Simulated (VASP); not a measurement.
# Li2Pt (P6/mmm) in VASP: further runs

Li2Pt is run at these levels: LDA; tasks: vibrations by perturbation theory.

Everything below comes from runs of VASP 6.6.1. Logs are shortened: lines on timing, memory, paths and dates and some standing lists are left out, and cuts for length are marked.

**1. The cell of the first run**

It takes space group P6/mmm (No. 191, hexagonal). The conventional cell has a = 3.896 Å, b = 3.896 Å, c = 2.585 Å, α = 90.00°, β = 90.00°, γ = 120.00°. Li (site symmetry -6m2) has 5 Li at 2.25 to 2.58 Å and 6 Pt at 2.59 Å within 3.0 Å. Pt (site symmetry 6/mmm) has 2 Pt at 2.58 Å and 12 Li at 2.59 Å within 3.4 Å.

**2. Vibrations by perturbation theory, LDA**

File INCAR:

```
PREC = Accurate ; ENCUT = 520
EDIFF = 1E-8 ; ISMEAR = -1
SIGMA = 0.15 ; LREAL = F
LASPH = T ; NELM = 80
ALGO = Normal ; ISIF = 2
LWAVE = F ; LCHARG = F
NBANDS = 15 ; IBRION = 8
NSW = 1
```

File KPOINTS:

```
regular mesh
0
Gamma
  12 12 16
```

File POSCAR:

```
Li2Pt
1.0
    3.8955567325      0.0000000000      0.0000000000
   -1.9477783663      3.3736510923      0.0000000000
    0.0000000000      0.0000000000      2.5847449981
Li Pt
2 1
Direct
    0.3333333333      0.6666666667      0.5000000000
    0.6666666667      0.3333333333      0.5000000000
    0.0000000000      0.0000000000      0.0000000000
```

Potentials or basis: VASP PAW LDA potentials, release 64 (Li_sv, Pt).

Command:

```bash
cat potpaw_LDA.64/Li_sv/POTCAR potpaw_LDA.64/Pt/POTCAR > POTCAR
mpirun -np 1 vasp_std > vasp.out
```

OUTCAR:

```text
PREC = Accurate
   ENCUT = 520
   EDIFF = 1E-8
   ISMEAR = -1
   LREAL = F
   LASPH = T
   NELM = 80
   ISIF = 2
   IBRION = 8
   NSW = 1

 ion  position               nearest neighbor table
   1  0.333  0.667  0.500-   2 2.25   2 2.25   2 2.25   3 2.59   3 2.59   3 2.59   3 2.59   3 2.59
                             3 2.59
   2  0.667  0.333  0.500-   1 2.25   1 2.25   1 2.25   3 2.59   3 2.59   3 2.59   3 2.59   3 2.59
                             3 2.59
   3  0.000  0.000  0.000-   1 2.59   2 2.59   1 2.59   2 2.59   2 2.59   2 2.59   1 2.59   1 2.59
                             2 2.59   2 2.59   1 2.59   1 2.59

  LATTYP: Found a hexagonal cell.
 ALAT       =     3.8955567325
 C/A-ratio  =     0.6635110654

  Lattice vectors:

 A1 = (   3.8955567325,   0.0000000000,   0.0000000000)
 A2 = (  -1.9477783663,   3.3736510923,   0.0000000000)
 A3 = (   0.0000000000,   0.0000000000,   2.5847449981)

Analysis of symmetry for initial positions (statically):
=====================================================================
 Subroutine PRICEL returns:
 Original cell was already a primitive cell.

 Routine SETGRP: Setting up the symmetry group for a
 hexagonal supercell.

 Subroutine GETGRP returns: Found 24 space group operations
 (whereof 24 operations were pure point group operations)
 out of a pool of 24 trial point group operations.

The static configuration has the point symmetry D_6h.

Analysis of symmetry for dynamics (positions and initial velocities):
=====================================================================
 Subroutine PRICEL returns:
 Original cell was already a primitive cell.

 Routine SETGRP: Setting up the symmetry group for a
 hexagonal supercell.

 Subroutine GETGRP returns: Found 24 space group operations
 (whereof 24 operations were pure point group operations)
 out of a pool of 24 trial point group operations.

The dynamic configuration has the point symmetry D_6h.

 Subroutine INISYM returns: Found 24 space group operations
 (whereof 24 operations are pure point group operations),
 and found     1 'primitive' translations

----------------------------------------------------------------------------------------

                                     Primitive cell

  volume of cell :      33.9694

  direct lattice vectors                    reciprocal lattice vectors
     3.895556732  0.000000000  0.000000000     0.256702718  0.148207383  0.000000000
    -1.947778366  3.373651092  0.000000000     0.000000000  0.296414766  0.000000000
     0.000000000  0.000000000  2.584744998     0.000000000  0.000000000  0.386885360

  length of vectors
     3.895556732  3.895556733  2.584744998     0.296414766  0.296414766  0.386885360

  position of ions in fractional coordinates (direct lattice)
     0.333333333  0.666666667  0.500000000
     0.666666667  0.333333333  0.500000000
     0.000000000  0.000000000  0.000000000

  ion indices of the primitive-cell ions
   primitive index   ion index
                 1           1
                 2           2
                 3           3

----------------------------------------------------------------------------------------

 KPOINTS: regular mesh

Automatic generation of k-mesh.
 Grid dimensions read from file:
 generate k-points for:   12   12   16

 Generating k-lattice:

  Cartesian coordinates                     Fractional coordinates (reciprocal lattice)
[... 107 lines left out ...]

  energy without entropy =      -13.05865922  energy(sigma->0) =      -13.08525201

 E-fermi :   6.7073     XC(G=0): -11.2687

 val. band max:        6.6659447898   @ k =   0.3333   0.3333   0.0625
 cond. band min:       6.7215148768   @ k =   0.2500   0.1667   0.0625
 fundamental gap:      0.0555700870
 Fermi energy:         6.7073149834

 k-point     1 :       0.0000    0.0000    0.0000
  band No.  band energies     occupation
      1     -37.8824      2.00000
      2     -37.6534      2.00000
      3      -0.5749      2.00000
      4       1.6519      2.00000
      5       2.7894      2.00000
      6       2.7894      2.00000
      7       5.9323      1.98866
      8       5.9323      1.98866
      9      11.2358      0.00000
     10      11.2358      0.00000
     11      14.2124      0.00000
     12      14.2124      0.00000
     13      17.0982      0.00000
     14      18.3278      0.00000
[... 401 lines left out ...]
      2     -37.7001      2.00000
      3       0.0031      2.00000
      4       2.2013      2.00000
      5       3.1903      2.00000
      6       3.7097      2.00000
      7       5.4085      1.99965
      8       5.5754      1.99894
      9       7.0513      0.18338
     10       8.4670      0.00002
     11      16.0731      0.00000
     12      18.6128      0.00000
     13      18.8473      0.00000
     14      19.5537      0.00000
     15      22.8265      0.00000

 [... further k-points ...]

------------------------ aborting loop because EDIFF is reached ----------------------------------------

  FORCE on cell =-STRESS in cart. coord.  units (eV):
  Direction    XX          YY          ZZ          XY          YZ          ZX
  --------------------------------------------------------------------------------------
  -------------------------------------------------------------------------------------
  Total        2.1489015      2.1489015      2.2050575     -0.0000000      0.0000000     -0.0000000
  in kB      101.3537170    101.3537170    104.0023387     -0.0000000      0.0000000     -0.0000000
  external PRESSURE =     102.2365909 kB  Pullay stress =       0.0000000 kB

 VOLUME and BASIS-vectors are now :
 -----------------------------------------------------------------------------
  energy-cutoff  :      520.00
  volume of cell :       33.97
      direct lattice vectors                 reciprocal lattice vectors
     3.895556732  0.000000000  0.000000000     0.256702718  0.148207383  0.000000000
    -1.947778366  3.373651092  0.000000000     0.000000000  0.296414766  0.000000000
     0.000000000  0.000000000  2.584744998     0.000000000  0.000000000  0.386885360

 POSITION                                       TOTAL-FORCE (eV/Angst)
 -----------------------------------------------------------------------------------
     -0.00000      2.24910      1.29237        -0.000000      0.000000      0.000000
      1.94778      1.12455      1.29237         0.000000     -0.000000      0.000000
      0.00000      0.00000      0.00000         0.000000     -0.000000      0.000000
 -----------------------------------------------------------------------------------
    total drift:                                0.000000      0.000000      0.000000

  FREE ENERGIE OF THE ION-ELECTRON SYSTEM (eV)
  ---------------------------------------------------
  free  energy   TOTEN  =       -13.1118447948 eV

  energy  without entropy=      -13.0586592232  energy(sigma->0) =      -13.08525201

[... ionic steps 2 to 9 ...]

--------------------------------------- Ionic step       10  -------------------------------------------

------------------------ aborting loop because EDIFF is reached ----------------------------------------

[... ionic steps 11 to 11 ...]

--------------------------------------- Ionic step       12  -------------------------------------------

 Free energy of the ion-electron system (eV)
  ---------------------------------------------------
  ---------------------------------------------------
  free energy    TOTEN  =        -0.22903205 eV

  energy without entropy =       -0.22903205

------------------------ aborting loop because EDIFF is reached ----------------------------------------

 INTERNAL STRAIN TENSOR  FOR ION    3  DIRECTION 3   (eV/Angst):
 -----------------------------------------------------------------------------
     0.01429 -0.00000  0.00000
    -0.00000  0.01429  0.00000
     0.00000 -0.00000 -0.01248

 INTERNAL STRAIN TENSOR FOR ION    3 for displacements in x,y,z  (eV/Angst):
          X           Y           Z          XY          YZ          ZX
  --------------------------------------------------------------------------------
  x     0.00000     0.00000     0.00000     0.00000     0.00000     0.00000
  y     0.00000     0.00000     0.00000     0.00000     0.00000     0.00000
  z     0.00000     0.00000     0.00000     0.00000     0.00000     0.00000

 SECOND DERIVATIVES (NOT SYMMETRIZED)
 ------------------------------------
               1X          1Y          1Z          2X          2Y          2Z          3X          3Y          3Z
  1X    -5.845690    0.000000    0.000000    2.945784   -0.000000    0.000000    2.899906   -0.000000    0.000000
  1Y     0.000000   -5.845690    0.000000   -0.000000    2.945784    0.000000   -0.000000    2.899906    0.000000
  1Z     0.000000   -0.000000   -0.935920   -0.000000    0.000000   -0.812462   -0.000000    0.000000    1.748382
  2X     2.945784   -0.000000    0.000000   -5.845690    0.000000    0.000000    2.899906   -0.000000    0.000000
  2Y    -0.000000    2.945784    0.000000    0.000000   -5.845690    0.000000   -0.000000    2.899906    0.000000
  2Z    -0.000000    0.000000   -0.812462    0.000000   -0.000000   -0.935920   -0.000000    0.000000    1.748382
  3X     2.919964   -0.000000    0.000000    2.919964   -0.000000    0.000000   -5.839928    0.000000    0.000000
  3Y    -0.000000    2.919964    0.000000   -0.000000    2.919964    0.000000    0.000000   -5.839928    0.000000
  3Z    -0.000000    0.000000    1.754205    0.000000    0.000000    1.754205    0.000000   -0.000000   -3.508410

 Eigenvectors and eigenvalues of the dynamical matrix
 ----------------------------------------------------

   1 f  =   17.507437 THz   110.002474 2PiTHz  583.985255 cm-1    72.404911 meV
             X         Y         Z           dx          dy          dz
     -0.000000  2.249101  1.292372     0.212426   -0.674444    0.000000
      1.947778  1.124550  1.292372    -0.212426    0.674444   -0.000000
      0.000000  0.000000  0.000000    -0.000000   -0.000000    0.000000
[... 43 lines left out ...]
   9 f/i=    0.009002 THz     0.056563 2PiTHz    0.300285 cm-1     0.037231 meV
             X         Y         Z           dx          dy          dz
     -0.000000  2.249101  1.292372     0.001884    0.183678   -0.000000
      1.947778  1.124550  1.292372     0.001884    0.183678   -0.000000
      0.000000  0.000000  0.000000     0.009903    0.965619   -0.000000

--------------------------------------------------------------------------------------------------------

 ELASTIC MODULI CONTR FROM IONIC RELAXATION (kBar)
 Direction    XX          YY          ZZ          XY          YZ          ZX
 --------------------------------------------------------------------------------
 XX          -8.2810      8.2810     -0.0000      0.0000      0.0000     -0.0000
 YY           8.2810     -8.2810     -0.0000      0.0000     -0.0000      0.0000
 ZZ          -0.0000     -0.0000     -0.0000      0.0000      0.0000     -0.0000
 XY           0.0000      0.0000      0.0000     -8.2810     -0.0000      0.0000
 YZ           0.0000     -0.0000      0.0000     -0.0000     -0.0000      0.0000
 ZX          -0.0000      0.0000     -0.0000      0.0000      0.0000     -0.0000
 --------------------------------------------------------------------------------
```

Wall time 40 min (1 thread of Intel Xeon 8259CL, shared host); peak memory 0.73 GiB.

What came out:

- Highest phonon frequency at Γ: 584 cm⁻¹

Phonon frequencies in cm⁻¹ (negative: imaginary):
| q point | frequencies |
| --- | --- |
| (0.000, 0.000, 0.000) | 0 0 0 69 270 347 347 584 584 |

Caveat: the cell stands under pressure or tension, which shifts response properties; the cutoff is under 1.25 times the usual one of these potentials, so pressure, stress and relaxed cells hold a basis-set (Pulay) error; spin-orbit coupling is left out, which moves the levels of the heavy elements.

(Part 1 of 2 ends here.)
